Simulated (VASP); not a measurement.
Runs of VASP 6.6.1 on Ir. The structure is that of space group Fd-3m (No. 227), or close to it. The cells are those of the table. This isn't the form of Ir at room conditions, which is fcc.

```tsv
level	potentials or basis	cell	gap on the mesh (eV)	pressure (GPa)
PBEsol	VASP PAW PBE potentials, release 64 (Ir)	a = 3.688 Å, angles 60.0°, 2 atoms	none	(a)
LDA	VASP PAW LDA potentials, release 64 (Ir)	a = 3.190 Å, angles 60.0°, 2 atoms	none	419.1
PBEsol	VASP PAW PBE potentials, release 64 (Ir)	a = 3.894 Å, angles 60.0°, 2 atoms	none	-0.3
PBEsol	VASP PAW PBE potentials, release 64 (Ir)	a = 3.828 Å, angles 60.0°, 2 atoms	none	11.4
```

Alike in all rows: task single point; no spin polarisation; k mesh 13 × 13 × 13; cutoff (eV) 520; smearing fermi-dirac 0.05 eV.

Task: Estimate the missing entries.

Result: (a) 47.6.

Caveats: spin-orbit coupling is left out, which moves the levels of the heavy elements; the cell stands under pressure (at least some runs); the PAW data sets were made with another functional, which shifts forces and pressure a little (at least some runs); atoms lie so close that the PAW spheres overlap strongly, which falsifies energies and pressures (at least some runs).

A k mesh can miss the band edges, and the runs leave out spin-orbit coupling on Ir.

A gap of «none» marks levels without a gap at the run's occupations.
